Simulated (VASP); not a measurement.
## Ca3As: single point with PBE

Crystal: Ca3As.

```
CELL_PARAMETERS angstrom
2.68192 4.64523 0.00000
-2.68192 4.64523 0.00000
0.00000 0.00000 9.71700
ATOMIC_POSITIONS crystal
As 0.33333 0.33333 0.25000
As 0.66667 0.66667 0.75000
Ca 0.00000 0.00000 0.25000
Ca 0.00000 0.00000 0.75000
Ca 0.33333 0.33333 0.56063
Ca 0.66667 0.66667 0.06063
Ca 0.33333 0.33333 0.93937
Ca 0.66667 0.66667 0.43937
```

- Program: VASP 6.6.1
- Task: single point
- Functional: PBE
- Potentials or basis: VASP PAW PBE potentials, release 64 (As, Ca_sv)
- Cutoff: 520 eV
- k mesh: 8 × 8 × 4
- Occupations: fermi-dirac, width 0.0135 eV
- Spin: no spin polarisation

```yaml
Pressure: 0.1 GPa
Largest_force: 0.004 eV/Å
Band_gap_on_the_k_mesh: zero (bands 35 and 36 overlap by 0.65 eV)
```

Forces in eV/Å, atoms in the order of the input:
```
As   0.000  0.000  0.000
As   0.000  0.000  0.000
Ca   0.000  0.000  0.000
Ca   0.000  0.000  0.000
Ca   0.000  0.000  0.004
Ca   0.000  0.000  0.004
Ca   0.000  0.000 -0.004
Ca   0.000  0.000 -0.004
```

Levels at points of the mesh, in eV from the Fermi level:
| k point | band 33 | band 34 | band 35 | band 36 | band 37 | band 38 |
| --- | --- | --- | --- | --- | --- | --- |
| (0.00, 0.00, 0.00) | -2.41 | -0.69 | 0.22 | 0.22 | 0.46 | 0.51 |
| (0.50, 0.00, 0.00) | -0.94 | -0.86 | -0.24 | 0.07 | 0.46 | 0.78 |
| (0.00, 0.00, 0.50) | -0.99 | -0.99 | -0.01 | -0.01 | 0.48 | 0.48 |
| (0.50, 0.00, 0.50) | -0.95 | -0.95 | -0.15 | -0.15 | 0.68 | 0.68 |

It took 3.6 min on 1 thread of Intel(R) Xeon(R) 6975P-C (Granite Rapids) (shared host), peak memory 0.48 GiB.
